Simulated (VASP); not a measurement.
# Mg (Im-3m) in VASP: notebook

Runs on Mg. Level: PBE. Tasks: electric field gradients.

Everything below comes from runs of VASP 6.6.1. Logs are shortened: lines on timing, memory, paths and dates and some standing lists are left out, and cuts for length are marked.

**1. The cell of the first run**

Symmetry: Im-3m, No. 229, cubic system. The conventional cell has a = 2.913 Å, b = 2.913 Å, c = 2.913 Å, α = 90.00°, β = 90.00°, γ = 90.00°. Within 3.3 Å of Mg (site symmetry m-3m) lie 14 Mg at 2.52 to 2.91 Å.

This isn't the form of Mg at room conditions, which is hcp.

**2. Electric field gradients, PBE (12.36 Å³/atom)**

INCAR reads:

```
SYSTEM = Mg
ALGO = Normal ; EDIFF = 1E-8
ENCUT = 520 ; GGA = PE
ISIF = 2 ; ISMEAR = -1
LASPH = .TRUE. ; LCHARG = .FALSE.
LEFG = .TRUE. ; LREAL = .FALSE.
LWAVE = .FALSE. ; NBANDS = 7
NELM = 60 ; PREC = Accurate
SIGMA = 0.03
```

KPOINTS reads:

```
k-points
0
G
  19 19 19
  0 0 0
```

POSCAR reads:

```
Mg
1.0
   -1.4565448511      1.4565448511      1.4565448511
    1.4565448511     -1.4565448511      1.4565448511
    1.4565448511      1.4565448511     -1.4565448511
Mg
1
Direct
    0.0000000000      0.0000000000      0.0000000000
```

Potentials or basis: VASP PAW PBE potentials, release 64 (Mg).

Started as:

```console
$ cat potpaw_PBE.64/Mg/POTCAR > POTCAR
$ mpirun -np 1 vasp_std > vasp.out
```

OUTCAR:

```text
SYSTEM = Mg
   EDIFF = 1E-8
   ENCUT = 520
   GGA = PE
   ISIF = 2
   ISMEAR = -1
   LASPH = .TRUE.
   LREAL = .FALSE.
   NELM = 60
   PREC = Accurate

 ion  position               nearest neighbor table
   1  0.000  0.000  0.000-

  LATTYP: Found a body centered cubic cell.
 ALAT       =     2.9130897022

  Lattice vectors:

 A1 = (  -1.4565448511,   1.4565448511,   1.4565448511)
 A2 = (   1.4565448511,  -1.4565448511,   1.4565448511)
 A3 = (   1.4565448511,   1.4565448511,  -1.4565448511)

Analysis of symmetry for initial positions (statically):
=====================================================================
 Subroutine PRICEL returns:
 Original cell was already a primitive cell.

 Routine SETGRP: Setting up the symmetry group for a
 body centered cubic supercell.

 Subroutine GETGRP returns: Found 48 space group operations
 (whereof 48 operations were pure point group operations)
 out of a pool of 48 trial point group operations.

The static configuration has the point symmetry O_h .

Analysis of symmetry for dynamics (positions and initial velocities):
=====================================================================
 Subroutine PRICEL returns:
 Original cell was already a primitive cell.

 Routine SETGRP: Setting up the symmetry group for a
 body centered cubic supercell.

 Subroutine GETGRP returns: Found 48 space group operations
 (whereof 48 operations were pure point group operations)
 out of a pool of 48 trial point group operations.

The dynamic configuration has the point symmetry O_h .

 Subroutine INISYM returns: Found 48 space group operations
 (whereof 48 operations are pure point group operations),
 and found     1 'primitive' translations

----------------------------------------------------------------------------------------

                                     Primitive cell

  volume of cell :      12.3604

  direct lattice vectors                    reciprocal lattice vectors
    -1.456544851  1.456544851  1.456544851     0.000000000  0.343278135  0.343278135
     1.456544851 -1.456544851  1.456544851     0.343278135  0.000000000  0.343278135
     1.456544851  1.456544851 -1.456544851     0.343278135  0.343278135  0.000000000

[... 116 lines left out ...]
   NGX =  9   NGY =  9   NGZ =  9

 number of electron       2.0000000 magnetization

 Free energy of the ion-electron system (eV)
  ---------------------------------------------------
  ext. energy  EPLUGINS =         0.00000000
  ---------------------------------------------------
  free energy    TOTEN  =        -0.02881996 eV

  energy without entropy =       -0.02783963  energy(sigma->0) =       -0.02832979

 E-fermi :   6.9735     XC(G=0): -10.6544

 val. band max:        6.9676888405   @ k =  -0.4737  -0.4737   0.2632
 cond. band min:       6.9776912761   @ k =   0.3684   0.1579   0.1053
 fundamental gap:      0.0100024355
 Fermi energy:         6.9734723419

 k-point     1 :       0.0000    0.0000    0.0000
  band No.  band energies     occupation
      1      -3.1435      2.00000
      2      24.7460      0.00000
      3      24.7460      0.00000
      4      24.7460      0.00000
      5      27.5350      0.00000
      6      27.5350      0.00000
      7      29.3386      0.00000
[... 221 lines left out ...]
 k-point    24 :       0.3158    0.1053   -0.0000
  band No.  band energies     occupation
      1       1.7788      2.00000
      2      10.1099      0.00000
      3      16.3840      0.00000
      4      21.7917      0.00000
      5      23.6914      0.00000
      6      27.7743      0.00000
      7      31.4715      0.00000

 [... further k-points ...]

------------------------ aborting loop because EDIFF is reached ----------------------------------------

  FORCE on cell =-STRESS in cart. coord.  units (eV):
  Direction    XX          YY          ZZ          XY          YZ          ZX
  --------------------------------------------------------------------------------------
  -------------------------------------------------------------------------------------
  Total        5.6781361      5.6781361      5.6781361      0.0000000     -0.0000000     -0.0000000
  in kB      736.0118442    736.0118442    736.0118442      0.0000000     -0.0000000     -0.0000000
  external PRESSURE =     736.0118442 kB  Pullay stress =       0.0000000 kB

 VOLUME and BASIS-vectors are now :
 -----------------------------------------------------------------------------
  energy-cutoff  :      520.00
  volume of cell :       12.36
      direct lattice vectors                 reciprocal lattice vectors
    -1.456544851  1.456544851  1.456544851     0.000000000  0.343278135  0.343278135
     1.456544851 -1.456544851  1.456544851     0.343278135  0.000000000  0.343278135
     1.456544851  1.456544851 -1.456544851     0.343278135  0.343278135  0.000000000

 POSITION                                       TOTAL-FORCE (eV/Angst)
 -----------------------------------------------------------------------------------
      0.00000      0.00000      0.00000         0.000000      0.000000      0.000000
 -----------------------------------------------------------------------------------
    total drift:                                0.000000      0.000000     -0.000000

  FREE ENERGIE OF THE ION-ELECTRON SYSTEM (eV)
  ---------------------------------------------------
  free  energy   TOTEN  =        -0.0288199583 eV

  energy  without entropy=       -0.0278396299  energy(sigma->0) =       -0.02832979

 Electric field gradients (V/A^2)
---------------------------------------------------------------------
 ion       V_xx      V_yy      V_zz      V_xy      V_xz      V_yz
---------------------------------------------------------------------
   1      -0.000     0.000     0.000     0.000     0.000     0.000
---------------------------------------------------------------------

 Electric field gradients after diagonalization (V/A^2)
 (convention: |V_zz| > |V_xx| > |V_yy|)
----------------------------------------------------------------------
 ion       V_xx      V_yy      V_zz     asymmetry (V_yy - V_xx)/ V_zz
----------------------------------------------------------------------
   1      -0.000    -0.000     0.000       0.000
----------------------------------------------------------------------

           NMR quadrupolar parameters

 Cq : quadrupolar parameter    Cq=e*Q*V_zz/h
 eta: asymmetry parameters     (V_yy - V_xx)/ V_zz
 Q  : nuclear electric quadrupole moment in mb (millibarn)
----------------------------------------------------------------------
 ion       Cq(MHz)       eta       Q (mb)
----------------------------------------------------------------------
   1       0.000       0.000       1.000
----------------------------------------------------------------------
```

OSZICAR:

```text
N       E                     dE             d eps       ncg     rms          rms(c)
DAV:   1     0.969898503305E+00    0.96990E+00   -0.10604E+03  3514   0.217E+02
DAV:   2    -0.694400704057E-01   -0.10393E+01   -0.97962E+00  4375   0.152E+01
DAV:   3    -0.717187204153E-01   -0.22787E-02   -0.22783E-02  3577   0.824E-01
DAV:   4    -0.717214028710E-01   -0.26825E-05   -0.26820E-05  4522   0.205E-02
DAV:   5    -0.717214086078E-01   -0.57368E-08   -0.57687E-08  3668   0.702E-04    0.793E-01
DAV:   6    -0.454925875824E-01    0.26229E-01   -0.50970E-04  3724   0.144E-01    0.507E-01
DAV:   7    -0.290318719214E-01    0.16461E-01   -0.10198E-03  3388   0.224E-01    0.200E-02
DAV:   8    -0.288389140036E-01    0.19296E-03   -0.27100E-05  3773   0.323E-02    0.618E-03
DAV:   9    -0.288196556718E-01    0.19258E-04   -0.61649E-06  3591   0.146E-02    0.807E-04
DAV:  10    -0.288198517321E-01   -0.19606E-06   -0.84516E-08  3633   0.179E-03    0.106E-04
DAV:  11    -0.288199538589E-01   -0.10213E-06   -0.17794E-09  3010   0.273E-04    0.137E-05
DAV:  12    -0.288199582555E-01   -0.43966E-08   -0.57343E-11  1785   0.382E-05
   1 F= -.28819958E-01 E0= -.28329794E-01  d E =-.980328E-03
```

stdout:

```text
POSCAR found type information on POSCAR Mg
 POSCAR found :  1 types and       1 ions
 scaLAPACK will be used
 LDA part: xc-table for (Slater+PW92), standard interpolation
 POSCAR, INCAR and KPOINTS ok, starting setup
 FFT: planning ... GRIDC
 FFT: planning ... GRID_SOFT
 FFT: planning ... GRID
 WAVECAR not read
 entering main loop
ion   1
```

Run time: 29 s. Hardware: 1 thread of Intel Xeon 8259CL, shared host; peak memory 0.14 GiB.

What came out:

```yaml
Free_energy: -0.0288 eV
Pressure: 73.6 GPa
Band_gap_on_the_k_mesh: zero (bands 1 and 2 overlap by 4.20 eV)
Largest_electric_field_gradient_by_atom: zero within the noise of the run
```

Caveat: the cell stands under pressure.

**3. Electric field gradients, PBE (12.62 Å³/atom)**

This run uses another cell than the first one, of 12.62 Å³/atom.

INCAR reads:

```
SYSTEM = Mg
  PREC = Accurate
  ENCUT = 520
  EDIFF = 1E-8
  ISMEAR = -1
  SIGMA = 0.03
  LREAL = .FALSE.
  LASPH = .TRUE.
  NELM = 80
  ALGO = Normal
  ISIF = 2
  LWAVE = .FALSE.
  LCHARG = .FALSE.
  GGA = PE
  LEFG = .TRUE.
  NBANDS = 7
```

KPOINTS reads:

```
regular mesh
0
G
  19 19 19
  0 0 0
```

POSCAR reads:

```
Mg
1.0
   -1.4665903054      1.4665903054      1.4665903054
    1.4665903054     -1.4665903054      1.4665903054
    1.4665903054      1.4665903054     -1.4665903054
Mg
1
Direct
    0.0000000000      0.0000000000      0.0000000000
```

Potentials or basis: VASP PAW PBE potentials, release 64 (Mg).

Started as:

```console
$ cat potpaw_PBE.64/Mg/POTCAR > POTCAR
$ mpirun -np 1 vasp_std > vasp.out
```

OUTCAR:

```text
SYSTEM = Mg
   PREC = Accurate
   ENCUT = 520
   EDIFF = 1E-8
   ISMEAR = -1
   LREAL = .FALSE.
   LASPH = .TRUE.
   NELM = 80
   ISIF = 2
   GGA = PE

 ion  position               nearest neighbor table
   1  0.000  0.000  0.000-

  LATTYP: Found a body centered cubic cell.
 ALAT       =     2.9331806108

  Lattice vectors:

 A1 = (  -1.4665903054,   1.4665903054,   1.4665903054)
 A2 = (   1.4665903054,  -1.4665903054,   1.4665903054)
 A3 = (   1.4665903054,   1.4665903054,  -1.4665903054)

Analysis of symmetry for initial positions (statically):
=====================================================================
 Subroutine PRICEL returns:
 Original cell was already a primitive cell.

 Routine SETGRP: Setting up the symmetry group for a
 body centered cubic supercell.

 Subroutine GETGRP returns: Found 48 space group operations
 (whereof 48 operations were pure point group operations)
[... 419 lines left out ...]

 VOLUME and BASIS-vectors are now :
 -----------------------------------------------------------------------------
  energy-cutoff  :      520.00
  volume of cell :       12.62
      direct lattice vectors                 reciprocal lattice vectors
    -1.466590305  1.466590305  1.466590305     0.000000000  0.340926841  0.340926841
     1.466590305 -1.466590305  1.466590305     0.340926841  0.000000000  0.340926841
     1.466590305  1.466590305 -1.466590305     0.340926841  0.340926841  0.000000000

 POSITION                                       TOTAL-FORCE (eV/Angst)
 -----------------------------------------------------------------------------------
      0.00000      0.00000      0.00000        -0.000000      0.000000      0.000000
 -----------------------------------------------------------------------------------
    total drift:                                0.000000      0.000000      0.000000

  FREE ENERGIE OF THE ION-ELECTRON SYSTEM (eV)
  ---------------------------------------------------
  free  energy   TOTEN  =        -0.1428656729 eV

  energy  without entropy=       -0.1418828184  energy(sigma->0) =       -0.14237425

 Electric field gradients (V/A^2)
---------------------------------------------------------------------
 ion       V_xx      V_yy      V_zz      V_xy      V_xz      V_yz
---------------------------------------------------------------------
   1       0.000    -0.000     0.000     0.000     0.000     0.000
---------------------------------------------------------------------

 Electric field gradients after diagonalization (V/A^2)
 (convention: |V_zz| > |V_xx| > |V_yy|)
----------------------------------------------------------------------
 ion       V_xx      V_yy      V_zz     asymmetry (V_yy - V_xx)/ V_zz
----------------------------------------------------------------------
   1      -0.000    -0.000     0.000       0.000
----------------------------------------------------------------------

           NMR quadrupolar parameters

 Cq : quadrupolar parameter    Cq=e*Q*V_zz/h
 eta: asymmetry parameters     (V_yy - V_xx)/ V_zz
 Q  : nuclear electric quadrupole moment in mb (millibarn)
----------------------------------------------------------------------
 ion       Cq(MHz)       eta       Q (mb)
----------------------------------------------------------------------
   1       0.000       0.000       1.000
----------------------------------------------------------------------
```

OSZICAR:

```text
N       E                     dE             d eps       ncg     rms          rms(c)
DAV:   1     0.815804039129E+00    0.81580E+00   -0.94733E+02  3563   0.209E+02
DAV:   2    -0.179926540436E+00   -0.99573E+00   -0.95119E+00  4340   0.146E+01
DAV:   3    -0.182492719864E+00   -0.25662E-02   -0.25655E-02  3626   0.850E-01
DAV:   4    -0.182496024700E+00   -0.33048E-05   -0.33056E-05  4480   0.210E-02
DAV:   5    -0.182496029728E+00   -0.50282E-08   -0.51449E-08  3717   0.552E-04    0.781E-01
DAV:   6    -0.158337018116E+00    0.24159E-01   -0.43996E-04  3710   0.135E-01    0.499E-01
DAV:   7    -0.143055320741E+00    0.15282E-01   -0.86182E-04  3423   0.207E-01    0.199E-02
DAV:   8    -0.142881831910E+00    0.17349E-03   -0.24408E-05  3801   0.302E-02    0.601E-03
DAV:   9    -0.142865371970E+00    0.16460E-04   -0.53637E-06  3633   0.135E-02    0.781E-04
DAV:  10    -0.142865590006E+00   -0.21804E-06   -0.77144E-08  3640   0.170E-03    0.876E-05
DAV:  11    -0.142865668953E+00   -0.78946E-07   -0.11011E-09  2751   0.216E-04    0.136E-05
DAV:  12    -0.142865672884E+00   -0.39316E-08   -0.43075E-11  1750   0.352E-05
   1 F= -.14286567E+00 E0= -.14237425E+00  d E =-.982854E-03
```

It took 22 s on 1 thread of Intel Xeon 8259CL, shared host; peak memory 0.14 GiB.

Results:

- Free energy: -0.1429 eV
- Pressure: 68.3 GPa
- Band gap on the k mesh: zero (bands 1 and 2 overlap by 4.20 eV)
- Largest electric field gradient by atom: zero within the noise of the run

Caveat: the cell stands under pressure.

(Part 1 of 2 ends here.)
